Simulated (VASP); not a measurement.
A run of VASP 6.6.1 is set up as follows.

File INCAR:

```
SYSTEM = K
PREC = Accurate
ENCUT = 400
EDIFF = 1E-6
ISMEAR = 0
SIGMA = 0.1
LREAL = .False.
LASPH = .True.
NELM = 120
ALGO = Normal
ISIF = 2
LWAVE = .False.
LCHARG = .False.
GGA = PE
NBANDS = 10
GGA_COMPAT = .False.
```

The input KPOINTS:

```
regular mesh
0
Gamma
  6 6 6
  0 0 0
```

POSCAR

```
K
1.0
    0.0000000000      4.5020000000      4.5020000000
    4.5020000000      0.0000000000      4.5020000000
    4.5020000000      4.5020000000      0.0000000000
K
1
Direct
    0.5000000000      0.5000000000      0.5000000000
```

Potentials or basis: VASP PAW PBE potentials, release 64 (K_sv).

Command:

```sh
$ cat potpaw_PBE.64/K_sv/POTCAR > POTCAR
$ mpirun -np 1 vasp_std > vasp.out
```

Problem. Estimate the pressure.

Solution. -0.6 GPa.
